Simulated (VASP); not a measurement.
Runs of VASP 6.6.1 on TiH6. The structure is that of space group Fm-3m (No. 225), or close to it. The cells are those of the table. 

| task | cell | k mesh | gap on the mesh (eV) | pressure (GPa) |
| --- | --- | --- | --- | --- |
| relaxation of cell and atoms | relaxed from a = 3.795 Å, angles 60.0°, 7 atoms | 12 × 12 × 12 | none | -0.2 |
| relaxation of cell and atoms | relaxed from a = 4.140 Å, angles 60.0°, 7 atoms | 6 × 6 × 6 | none | 0.5 |
| single point | a = 4.140 Å, angles 60.0°, 7 atoms | 6 × 6 × 6 | none | (a) |
| single point | a = 3.795 Å, angles 60.0°, 7 atoms | 6 × 6 × 6 | none | -0.5 |
| single point | a = 3.792 Å, angles 60.0°, 7 atoms | 12 × 12 × 12 | none | -0.2 |

Alike in all rows: level PBE; potentials or basis VASP PAW PBE potentials, release 64 (Ti_sv, H); no spin polarisation; cutoff (eV) 500; smearing gaussian 0.1 eV.

Estimate the missing entries.

(a) -17.3.

A gap of «none» marks levels without a gap at the run's occupations.
